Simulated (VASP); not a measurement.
# GaN (F-43m) in VASP: settings compared

Aim: see how the results for GaN move with the level of theory and the settings. Levels: PBEsol, PBE. Tasks: single point.

Program: VASP 6.6.1. These are calculated values, not measurements. Logs are shortened: lines on timing, memory, paths and dates and some standing lists are left out, and cuts for length are marked.

## 1. The cell of the first run

The structure is cubic, space group F-43m (No. 216). Conventional cell: a = 4.498 Å, b = 4.498 Å, c = 4.498 Å, α = 90.00°, β = 90.00°, γ = 90.00°. Within 2.6 Å of Ga (site symmetry -43m) lie 4 N at 1.95 Å. Within 2.6 Å of N (site symmetry -43m) lie 4 Ga at 1.95 Å.

## 2. Single point, PBEsol

INCAR reads:

```
PREC = Accurate ; ENCUT = 520
EDIFF = 1E-7 ; ISMEAR = -1
SIGMA = 0.02 ; LREAL = F
LASPH = T ; NELM = 60
ALGO = Normal ; ISIF = 2
LWAVE = F ; LCHARG = F
GGA = PS ; NBANDS = 16
```

KPOINTS reads:

```
Automatic mesh
0
Gamma
  8 8 8
```

POSCAR reads:

```
GaN
1.0
    0.0000000000      2.2490116621      2.2490116621
    2.2490116621      0.0000000000      2.2490116621
    2.2490116621      2.2490116621      0.0000000000
Ga N
1 1
Direct
    0.0000000000      0.0000000000      0.0000000000
    0.2500000000      0.2500000000      0.2500000000
```

Potentials or basis: VASP PAW PBE potentials, release 64 (Ga_d, N).

Launch:

```console
cat potpaw_PBE.64/Ga_d/POTCAR potpaw_PBE.64/N/POTCAR > POTCAR
mpirun -np 1 vasp_std > vasp.out
```

OUTCAR:

```text
PREC = Accurate
   ENCUT = 520
   EDIFF = 1E-7
   ISMEAR = -1
   LREAL = F
   LASPH = T
   NELM = 60
   ISIF = 2
   GGA = PS

 ion  position               nearest neighbor table
   1  0.000  0.000  0.000-   2 1.95   2 1.95   2 1.95   2 1.95
   2  0.250  0.250  0.250-   1 1.95   1 1.95   1 1.95   1 1.95

  LATTYP: Found a face centered cubic cell.
 ALAT       =     4.4980233242

  Lattice vectors:

 A1 = (   0.0000000000,   2.2490116621,   2.2490116621)
 A2 = (   2.2490116621,   0.0000000000,   2.2490116621)
 A3 = (   2.2490116621,   2.2490116621,   0.0000000000)

Analysis of symmetry for initial positions (statically):
[... 5 lines left out ...]
 face centered cubic supercell.

 Subroutine GETGRP returns: Found 24 space group operations
 (whereof 24 operations were pure point group operations)
 out of a pool of 48 trial point group operations.

The static configuration has the point symmetry T_d .

Analysis of symmetry for dynamics (positions and initial velocities):
[... 5 lines left out ...]
 face centered cubic supercell.

 Subroutine GETGRP returns: Found 24 space group operations
 (whereof 24 operations were pure point group operations)
 out of a pool of 48 trial point group operations.

The dynamic configuration has the point symmetry T_d .

 Subroutine INISYM returns: Found 24 space group operations
 (whereof 24 operations are pure point group operations),
 and found     1 'primitive' translations

----------------------------------------------------------------------------------------

                                     Primitive cell

  volume of cell :      22.7512

  direct lattice vectors                    reciprocal lattice vectors
     0.000000000  2.249011662  2.249011662    -0.222319879  0.222319879  0.222319879
     2.249011662  0.000000000  2.249011662     0.222319879 -0.222319879  0.222319879
     2.249011662  2.249011662  0.000000000     0.222319879  0.222319879 -0.222319879

  length of vectors
     3.180582794  3.180582794  3.180582794     0.385069326  0.385069326  0.385069326

  position of ions in fractional coordinates (direct lattice)
     0.000000000  0.000000000  0.000000000
     0.250000000  0.250000000  0.250000000

  ion indices of the primitive-cell ions
   primitive index   ion index
                 1           1
                 2           2

----------------------------------------------------------------------------------------

 KPOINTS: Automatic mesh

Automatic generation of k-mesh.
 Grid dimensions read from file:
 generate k-points for:    8    8    8

 Generating k-lattice:

  Cartesian coordinates                     Fractional coordinates (reciprocal lattice)
    -0.027789985  0.027789985  0.027789985     0.125000000  0.000000000  0.000000000
     0.027789985 -0.027789985  0.027789985     0.000000000  0.125000000  0.000000000
     0.027789985  0.027789985 -0.027789985     0.000000000  0.000000000  0.125000000

  Length of vectors
     0.048133666  0.048133666  0.048133666

  Shift w.r.t. Gamma in fractional coordinates (k-lattice)
     0.000000000  0.000000000  0.000000000

 Subroutine IBZKPT returns following result:
 ===========================================

 Found     29 irreducible k-points:

 Following reciprocal coordinates:
            Coordinates               Weight
  0.000000  0.000000  0.000000      1.000000
  0.125000  0.000000  0.000000      8.000000
  0.250000  0.000000  0.000000      8.000000
  0.375000  0.000000  0.000000      8.000000
  0.500000  0.000000  0.000000      4.000000
  0.125000  0.125000  0.000000      6.000000
[... 16 lines left out ...]
  0.500000  0.250000  0.125000     48.000000
 -0.375000  0.250000  0.125000     24.000000
 [... further k-points ...]
   k-points           NKPTS =     29   k-points in BZ     NKDIM =     29   number of bands    NBANDS=     16
   number of dos      NEDOS =    301   number of ions     NIONS =      2
   total plane-waves  NPLWV =  13824
   dimension x,y,z NGX =    24 NGY =   24 NGZ =   24
   dimension x,y,z NGXF=    48 NGYF=   48 NGZF=   48
   ions per type =               1   1
   NGX,Y,Z   is equivalent  to a cutoff of  12.54, 12.54, 12.54 a.u.
   NGXF,Y,Z  is equivalent  to a cutoff of  25.09, 25.09, 25.09 a.u.
 SYSTEM =  unknown system
   PREC   = accura    normal or accurate (medium, high low for compatibility)
   ISTART =      0    job   : 0-new  1-cont  2-samecut
   ICHARG =      2    charge: 1-file 2-atom 10-const
   ISPIN  =      1    spin polarized calculation?
   LNONCOLLINEAR =      F non collinear calculations
   LSORBIT =      F    spin-orbit coupling
   LASPH  =      T    aspherical Exc in radial PAW
   ENCUT  =  520.0 eV  38.22 Ry    6.18 a.u.   5.91  5.91  5.91*2*pi/ulx,y,z
   NELM   =     60;   NELMIN=  2; NELMDL= -5     # of ELM steps
   EDIFF  = 0.1E-06   stopping-criterion for ELM
   LREAL  =      F    real-space projection
   EDIFFG = 0.1E-05   stopping-criterion for IOM
   NSW    =      0    number of steps for IOM
   IBRION =     -1    ionic relax: 0-MD 1-quasi-New 2-CG
   NFREE  =      0    steps in history (QN), initial steepest desc. (CG)
   ISIF   =      2    stress and relaxation
   ISYM   =      2    0-nonsym 1-usesym 2-fastsym
   POTIM  = 0.5000    time-step for ionic-motion
   TEBEG  =    0.0;   TEEND  =   0.0 temperature during run
   PSTRESS=    0.0 pullay stress
   NELECT =      18.0000    total number of electrons
   NUPDOWN=      -1.0000    fix difference up-down
   EMIN   =  10.00;   EMAX   =-10.00  energy-range for DOS
   EFERMI =   0.00;   METHOD = LEGACY
   ISMEAR =    -1;   SIGMA  =   0.02  broadening in eV -4-tet -1-fermi 0-gaus
   EFERMI_NEDOS =   21; number of points for ismear=-14 and -15
   IALGO  =     38    algorithm
   IMIX   =      4    mixing-type and parameters
     AMIX     =   0.40;   BMIX     =  1.00
     AMIX_MAG =   1.60;   BMIX_MAG =  1.00
  volume/ion in A,a.u.               =      11.38        76.77
  Fermi-wavevector in a.u.,A,eV,Ry     =   1.514133  2.861296 31.192690  2.292598
  Thomas-Fermi vector in A             =   2.623831
   LORBIT       =      0    0 simple, 1 ext, 2 COOP (PROOUT), +10 PAW based schemes
   GGA     = PS    functional components
   LHFCALC =     F    Hartree Fock is set to
   AEXX    =    0.0000 exact exchange contribution
   IVDW    =     0    specifies the selected vdW correction
   LEPSILON=     F    determine dielectric tensor
   LRPA    =     F    only Hartree local field effects (RPA)
 non-spin polarized calculation
  energy-cutoff  :      520.00
  volume of cell :       22.75
 maximum number of plane-waves:       620
   NGX = 11   NGY = 11   NGZ = 11

 number of electron      18.0000009 magnetization

 Free energy of the ion-electron system (eV)
  ---------------------------------------------------
  ext. energy  EPLUGINS =         0.00000000
  ---------------------------------------------------
  free energy    TOTEN  =       -13.12207168 eV

  energy without entropy =      -13.12207168  energy(sigma->0) =      -13.12207168

 E-fermi :   5.6608     XC(G=0): -11.9340

 val. band max:        5.2153281609   @ k =   0.0000   0.0000   0.0000
 cond. band min:       6.9362934628   @ k =   0.0000   0.0000   0.0000
 fundamental gap:      1.7209653019
 Fermi energy:         5.6607618326

 k-point     1 :       0.0000    0.0000    0.0000
  band No.  band energies     occupation
      1     -10.7684      2.00000
      2      -8.1936      2.00000
      3      -8.1936      2.00000
      4      -8.1936      2.00000
      5      -7.8625      2.00000
      6      -7.8625      2.00000
[... 8 lines left out ...]
     15      23.9520      0.00000
     16      23.9520      0.00000

 k-point     2 :       0.1250    0.0000    0.0000
  band No.  band energies     occupation
      1     -10.5937      2.00000
      2      -8.1724      2.00000
      3      -8.1724      2.00000
      4      -8.1323      2.00000
      5      -7.8642      2.00000
      6      -7.8642      2.00000
[... 8 lines left out ...]
     15      22.3790      0.00000
     16      22.3790      0.00000

 k-point     3 :       0.2500    0.0000    0.0000
  band No.  band energies     occupation
      1     -10.1993      2.00000
      2      -8.1307      2.00000
      3      -8.1307      2.00000
      4      -7.8577      2.00000
      5      -7.8577      2.00000
      6      -7.8381      2.00000
[... 8 lines left out ...]
     15      21.9968      0.00000
     16      21.9968      0.00000

 k-point     4 :       0.3750    0.0000    0.0000
  band No.  band energies     occupation
      1      -9.8953      2.00000
      2      -8.1073      2.00000
      3      -8.1073      2.00000
      4      -7.8313      2.00000
      5      -7.8313      2.00000
      6      -7.1463      2.00000
[... 8 lines left out ...]
     15      23.4224      0.00000
     16      23.4224      0.00000

 k-point     5 :       0.5000    0.0000    0.0000
  band No.  band energies     occupation
      1      -9.8064      2.00000
      2      -8.1033      2.00000
      3      -8.1033      2.00000
      4      -7.8141      2.00000
      5      -7.8141      2.00000
      6      -6.6115      2.00000
[... 8 lines left out ...]
     15      24.8210      0.00000
     16      24.8210      0.00000

 k-point     6 :       0.1250    0.1250    0.0000
  band No.  band energies     occupation
      1     -10.5366      2.00000
      2      -8.1526      2.00000
      3      -8.1526      2.00000
      4      -8.1392      2.00000
      5      -7.8769      2.00000
      6      -7.8509      2.00000
[... 8 lines left out ...]
     15      24.7761      0.00000
     16      25.0486      0.00000
[... 267 lines left out ...]
 k-point    21 :       0.5000    0.5000    0.0000
  band No.  band energies     occupation
      1      -9.6235      2.00000
      2      -8.1107      2.00000
      3      -7.8797      2.00000
      4      -7.8797      2.00000
      5      -7.7832      2.00000
      6      -6.1844      2.00000
[... 8 lines left out ...]
     15      26.9987      0.00000
     16      29.8194      0.00000

 k-point    22 :       0.3750    0.2500    0.1250
  band No.  band energies     occupation
      1      -9.9523      2.00000
      2      -8.0869      2.00000
      3      -8.0667      2.00000
      4      -7.9493      2.00000
      5      -7.8342      2.00000
      6      -7.4772      2.00000
[... 8 lines left out ...]
     15      24.2603      0.00000
     16      26.4819      0.00000

 k-point    23 :       0.5000    0.2500    0.1250
  band No.  band energies     occupation
      1      -9.7592      2.00000
      2      -8.0811      2.00000
      3      -8.0347      2.00000
      4      -7.9125      2.00000
      5      -7.8271      2.00000
      6      -6.7689      2.00000
[... 8 lines left out ...]
     15      24.3497      0.00000
     16      26.2873      0.00000

 k-point    24 :      -0.3750    0.2500    0.1250
  band No.  band energies     occupation
      1      -9.7019      2.00000
      2      -8.0870      2.00000
      3      -8.0224      2.00000
      4      -7.8843      2.00000
      5      -7.8288      2.00000
      6      -6.2945      2.00000
[... 8 lines left out ...]
     15      23.9282      0.00000
     16      26.2159      0.00000

 [... further k-points ...]
[... 5 lines left out ...]
  --------------------------------------------------------------------------------------
  -------------------------------------------------------------------------------------
  Total       -0.0312190     -0.0312190     -0.0312190     -0.0000000      0.0000000     -0.0000000
  in kB       -2.1984920     -2.1984920     -2.1984920     -0.0000000      0.0000000     -0.0000000
  external PRESSURE =      -2.1984920 kB  Pullay stress =       0.0000000 kB

 VOLUME and BASIS-vectors are now :
 -----------------------------------------------------------------------------
  energy-cutoff  :      520.00
  volume of cell :       22.75
      direct lattice vectors                 reciprocal lattice vectors
     0.000000000  2.249011662  2.249011662    -0.222319879  0.222319879  0.222319879
     2.249011662  0.000000000  2.249011662     0.222319879 -0.222319879  0.222319879
     2.249011662  2.249011662  0.000000000     0.222319879  0.222319879 -0.222319879

 POSITION                                       TOTAL-FORCE (eV/Angst)
 -----------------------------------------------------------------------------------
      0.00000      0.00000      0.00000        -0.000000     -0.000000     -0.000000
      1.12451      1.12451      1.12451         0.000000      0.000000      0.000000
 -----------------------------------------------------------------------------------
    total drift:                                0.000001      0.000001      0.000001

  FREE ENERGIE OF THE ION-ELECTRON SYSTEM (eV)
  ---------------------------------------------------
  free  energy   TOTEN  =       -13.1220716810 eV

  energy  without entropy=      -13.1220716810  energy(sigma->0) =      -13.12207168
```

It took 8 s on 1 thread of Intel Xeon Platinum 8259CL at 2.50GHz (Skylake/Cascade Lake), shared host; peak memory 0.14 GiB.

Results:

```yaml
Free_energy: -13.1221 eV
Pressure: -0.2 GPa
Band_gap_on_the_k_mesh: 1.72 eV, direct
```

Levels at points of the mesh, in eV from the valence-band top:
| k point | band 6 | band 7 | band 8 | band 9 | band 10 | band 11 | band 12 | band 13 |
| --- | --- | --- | --- | --- | --- | --- | --- | --- |
| (0.00, 0.00, 0.00) | -13.08 | 0.00 | 0.00 | 0.00 | 1.72 | 10.24 | 10.24 | 10.24 |
| (0.50, 0.00, 0.00) | -11.83 | -7.15 | -0.99 | -0.99 | 4.60 | 8.66 | 10.29 | 10.29 |
| (0.50, 0.50, 0.00) | -11.40 | -6.20 | -2.76 | -2.76 | 3.23 | 6.60 | 11.62 | 13.94 |

Caveat: the PAW data sets were made with another functional, which shifts forces and pressure a little. As with any semilocal functional, this PBEsol gap is likely too small.

## 3. Single point, PBE

INCAR reads:

```
  ALGO = Normal
  EDIFF = 1E-7
  ENCUT = 520
  GGA = PE
  ISIF = 2
  ISMEAR = -1
  LASPH = T
  LCHARG = F
  LREAL = F
  LWAVE = F
  NBANDS = 16
  NELM = 60
  PREC = Accurate
  SIGMA = 0.02
```

KPOINTS reads:

```
k-points
0
Gamma
  10 10 10
```

POSCAR reads:

```
GaN
1.0
    0.0000000000      2.2489526566      2.2489526566
    2.2489526566      0.0000000000      2.2489526566
    2.2489526566      2.2489526566      0.0000000000
Ga N
1 1
Direct
    0.0000000000      0.0000000000      0.0000000000
    0.2500000000      0.2500000000      0.2500000000
```

Potentials or basis: VASP PAW PBE potentials, release 64 (Ga_d, N).

Launch:

```console
cat potpaw_PBE.64/Ga_d/POTCAR potpaw_PBE.64/N/POTCAR > POTCAR
mpirun -np 1 vasp_std > vasp.out
```

Wall time 12 s (1 thread of Intel Xeon Platinum 8259CL at 2.50GHz (Skylake/Cascade Lake), shared host); peak memory 0.15 GiB.

It converged, with:

| Item | Value |
| --- | --- |
| Free energy | -12.1382 eV |
| Pressure | 6.2 GPa |
| Band gap on the k mesh | 1.76 eV, direct |

Levels at points of the mesh, in eV from the valence-band top:
```tsv
k point	band 6	band 7	band 8	band 9	band 10	band 11	band 12	band 13
(0.00, 0.00, 0.00)	-13.12	0.00	0.00	0.00	1.76	10.34	10.34	10.34
(0.50, 0.00, 0.00)	-11.88	-7.08	-0.98	-0.98	4.68	8.76	10.40	10.40
(0.50, 0.50, 0.00)	-11.45	-6.15	-2.72	-2.72	3.35	6.70	11.75	14.03
```

As with any semilocal functional, this PBE gap is likely too small.
